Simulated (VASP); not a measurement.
A run of VASP 6.6.1 is set up as follows.

INCAR

```
ALGO = Normal
EDIFF = 1E-8
ENCUT = 520
GGA = PS
ISIF = 2
ISMEAR = -1
LASPH = True
LCHARG = False
LEFG = True
LREAL = False
LWAVE = False
NBANDS = 14
NELM = 60
PREC = Accurate
SIGMA = 0.02
```

File KPOINTS:

```
k-points
0
Gamma
  8 8 8
```

POSCAR

```
NaCl
1.0
    2.8600000000      0.0143000000      0.0143000000
    0.0143000000      2.8600000000      0.0143000000
    0.0143000000      0.0143000000      2.8600000000
Na Cl
1 1
Direct
    0.0000000000      0.0000000000      0.0000000000
    0.5000000000      0.5000000000      0.5000000000
```

Potentials or basis: VASP PAW PBE potentials, release 64 (Na_pv, Cl).

The run is started by

```console
$ cat potpaw_PBE.64/Na_pv/POTCAR potpaw_PBE.64/Cl/POTCAR > POTCAR
$ mpirun -np 1 vasp_std > vasp.out
```

Estimate the band gap on the k mesh.

4.20 eV.

What does it give for the pressure?

60.1 GPa.

Stress tensor (GPa, compression positive):
```
60.11 -0.68 -0.68
-0.68 60.11 -0.68
-0.68 -0.68 60.11
```

Caveat: the cell differs from its parent crystal (equal xy, yz and zx shear strains of +1 %); the cell stands under pressure; without QUAD_EFG the Cq values of the log hold for a quadrupole moment of 1 mb, not for the nuclei; the PAW data sets were made with another functional, which shifts forces and pressure a little. A k mesh can miss the band edges.
